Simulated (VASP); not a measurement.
Input of a VASP 6.6.1 run:

The input INCAR:

```
PREC = Accurate ; ENCUT = 520
EDIFF = 1E-7 ; ISMEAR = -1
SIGMA = 0.15 ; LREAL = F
LASPH = T ; NELM = 80
ALGO = Normal ; ISIF = 2
LWAVE = F ; LCHARG = F
GGA = PE ; NBANDS = 21
```

File KPOINTS:

```
regular mesh
0
Gamma
  15 15 8
```

The input POSCAR:

```
Ru
1.0
    2.7220029874      0.0000000000      0.0000000000
   -1.3610014937      2.3573237362      0.0000000000
    0.0000000000      0.0000000000      4.2969005178
Ru
2
Direct
    0.3333333333      0.6666666667      0.2500000000
    0.6666666667      0.3333333333      0.7500000000
```

Potentials or basis: VASP PAW PBE potentials, release 64 (Ru_pv).

Run with:

```sh
$ cat potpaw_PBE.64/Ru_pv/POTCAR > POTCAR
$ mpirun -np 1 vasp_std > vasp.out
```

(1) Estimate the band gap on the k mesh.

(2) Predict the pressure.

Results:

(1) zero (band 14 reaches 14.08 eV, above the bottom of band 15 at 11.08 eV).

(2) -0.1 GPa.
